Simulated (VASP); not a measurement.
CdS: single point with r2SCAN

The system is CdS.

```
Cd S
1.0
     2.75068    2.75068    0.00000
    -2.75068    2.75068    0.00000
     0.00000    2.75068    2.75068
Cd S
1 1
Direct
  0.00000 0.00000 0.00000
  0.50000 0.50000 0.00000
```

```json
{
  "Program": "VASP 6.6.1",
  "Task": "single point",
  "Functional": "r2SCAN",
  "Potentials or basis": "VASP PAW PBE potentials, release 64 (Cd, S)",
  "Cutoff": "520 eV",
  "k mesh": "8 × 8 × 8",
  "Occupations": "gaussian, width 0.01 eV",
  "Spin": "no spin polarisation"
}
```

* Pressure: -1.6 GPa
* Band gap on the k mesh: 0.73 eV (least direct gap 2.17 eV)

Levels at points of the mesh, in eV from the valence-band top:
```csv
k point,band 5,band 6,band 7,band 8,band 9,band 10,band 11,band 12,band 13,band 14
"(0.00, 0.00, 0.00)",-7.81,-7.81,-0.71,-0.71,-0.71,1.46,9.72,9.72,9.72,11.97
"(0.50, 0.00, 0.00)",-7.62,-7.62,-4.79,0.00,0.00,4.07,6.48,6.48,7.37,12.94
"(0.50, 0.50, 0.00)",-7.56,-6.87,-4.17,-2.09,-2.09,0.73,6.45,10.60,12.07,12.07
```

It took 2.1 min on 1 thread of Intel(R) Xeon(R) Platinum 8259CL CPU @ 2.50GHz (Skylake/Cascade Lake) (shared host), peak memory 0.18 GiB.

Caveat: the PAW data sets were made with another functional, which shifts forces and pressure a little. A k mesh can miss the band edges.
